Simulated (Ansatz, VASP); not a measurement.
Two plane-wave programs on Ga

```xyz
4
Lattice="2.2319 -3.7932 0.0000 2.2319 3.7932 0.0000 0.0000 0.0000 4.5346" Properties=species:S:1:pos:R:3 pbc="T T T"
Ga    2.2319   -2.6115    0.3881
Ga    2.2319   -1.1817    2.6554
Ga    2.2319    2.6115    4.1466
Ga    2.2319    1.1817    1.8792
```

Alike in both runs: task single point; functional r2SCAN; k mesh 2 × 2 × 2; occupations fermi-dirac, width 0.1 eV; no spin polarisation.

|  | VASP | Ansatz |
| --- | --- | --- |
| version | VASP 6.6.1 | Ansatz 0.2.0 |
| potentials or method | VASP PAW PBE potentials, release 64 (Ga_d), cutoff 520 eV | plane waves (500 eV) with PAW, scalar-relativistic |
| valence electrons in the cell | 52 | 52 |

|  | VASP | Ansatz | Ansatz less VASP |
| --- | --- | --- | --- |
| pressure (GPa) | 2.8 | 2.7 | -0.10 |
| traceless stress, the component that is largest in VASP (GPa) | 6.71 | 6.66 | -0.052 |

VASP's potentials were made for PBE, not for r2SCAN.

The k mesh is coarse, so the values compare programs but aren't converged.
